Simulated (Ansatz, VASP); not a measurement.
SiC: VASP beside Ansatz

File INCAR:

```
PREC = Accurate
ENCUT = 520
EDIFF = 1E-6
ISMEAR = 0
SIGMA = 0.05
LREAL = False
LASPH = True
NELM = 80
ALGO = Normal
ISIF = 2
LWAVE = False
LCHARG = True
GGA = PE
LELF = True
LVHAR = True
NBANDS = 11
```

File KPOINTS:

```
regular mesh
0
Gamma
  12 12 12
```

File POSCAR:

```
SiC
1.0
    0.0000000000      2.2352714132      2.0564497001
    2.2352714132      0.0000000000      2.0564497001
    2.2352714132      2.2352714132      0.0000000000
Si C
1 1
Direct
    0.0000000000      0.0000000000      0.0000000000
    0.7500000000      0.7500000000      0.7500000000
```

Input for Ansatz:

```yaml
crystal:
  lattice:
    - [0.0, 2.2352714132, 2.0564497001]
    - [2.2352714132, 0.0, 2.0564497001]
    - [2.2352714132, 2.2352714132, 0.0]
  atoms:
    - { symbol: Si, position: [0.0, 0.0, 0.0] }
    - { symbol: C, position: [0.75, 0.75, 0.75] }
basis:
  ecutwfc: 420
kpoints:
  mp_grid: { grid: [12, 12, 12] }
hamiltonian:
  xc: pbe
scf:
  occupations: { method: gaussian, width: 0.05 }
output:
  forces: true
  stress: true
  eigenvalues: true
```

Alike in both runs: task single point; functional PBE; k mesh 12 × 12 × 12; occupations gaussian, width 0.05 eV; no spin polarisation.

|  | VASP | Ansatz |
| --- | --- | --- |
| version | VASP 6.6.1 | Ansatz 0.2.0 |
| potentials or method | VASP PAW PBE potentials, release 64 (Si, C), cutoff 520 eV | scalar-relativistic, plane waves, PAW |
| valence electrons in the cell | 8 | 8 |

```tsv
	VASP	Ansatz	Ansatz less VASP
gap on the k mesh at the Fermi level (eV)	0.55	0.55	+0.003
least direct gap on the mesh (eV)	4.46	4.46	+0.004
pressure (GPa)	4.2	4.3	+0.06
traceless stress, the component that is largest in VASP (GPa)	11.94	11.91	-0.036
```
